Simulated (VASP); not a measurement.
A run of VASP 6.6.1 is set up as follows.

INCAR

```
ALGO = Normal
EDIFF = 1E-6
EDIFFG = -0.01
ENCUT = 600
GGA = PE
IBRION = 2
ISIF = 4
ISMEAR = 0
LASPH = True
LCHARG = False
LREAL = False
LWAVE = False
NELM = 100
NSW = 50
PREC = Accurate
SIGMA = 0.1
```

File KPOINTS:

```
k-points
0
Gamma
  16 16 18
```

The input POSCAR:

```
Te
1.0
    3.1814684444      0.0000000000      0.0000000000
    0.0000000000      3.1814684444      0.0000000000
    0.0000000000      0.0000000000      3.1415371184
Te
1
Direct
    0.5000000000      0.5000000000      0.5000000000
```

Potentials or basis: VASP PAW PBE potentials, release 64 (Te).

Command:

```bash
$ cat potpaw_PBE.64/Te/POTCAR > POTCAR
$ mpirun -np 1 vasp_std > vasp.out
```

(1) Estimate the band gap on the k mesh.

Results:

(1) zero (bands 3 and 4 overlap by 5.62 eV).

Caveat: spin-orbit coupling is left out, which moves the levels of the heavy elements.
